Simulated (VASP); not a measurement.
A run of VASP 6.6.1:

File INCAR:

```
SYSTEM = V2N3
ALGO = Normal
EDIFF = 1E-6
ENCUT = 520
GGA = PS
ISIF = 2
ISMEAR = 0
LASPH = .True.
LCHARG = .True.
LELF = .True.
LREAL = .False.
LVHAR = .True.
LWAVE = .False.
NBANDS = 28
NELM = 80
PREC = Accurate
SIGMA = 0.15
```

File KPOINTS:

```
k-points
0
Gamma
  18 18 8
  0 0 0
```

File POSCAR:

```
V2N3
1.0
    2.7797869938      0.0000000000      0.0000000000
   -1.3898934969      2.4073661537      0.0000000000
    0.0000000000      0.0000000000      6.1963538749
V N
2 3
Direct
    0.6666666667      0.3333333333      0.3021155180
    0.3333333333      0.6666666667      0.6978844820
    0.0000000000      0.0000000000      0.5040346308
    0.0000000000      0.0000000000      0.1114745423
    0.0000000000      0.0000000000      0.8965947193
```

Potentials or basis: VASP PAW PBE potentials, release 64 (V_sv, N).

Launch:

```sh
$ cat potpaw_PBE.64/V_sv/POTCAR potpaw_PBE.64/N/POTCAR > POTCAR
$ mpirun -np 1 vasp_std > vasp.out
```

Hardware: 1 thread of Intel Xeon 8259CL, on a shared host.

**Question.** How long does it take, and how much memory?

**Answer.** Wall time 15 min on 1 thread of Intel Xeon 8259CL, with other jobs on the host, peak memory 0.36 GiB. Counts: scf iterations 16, k points 266.
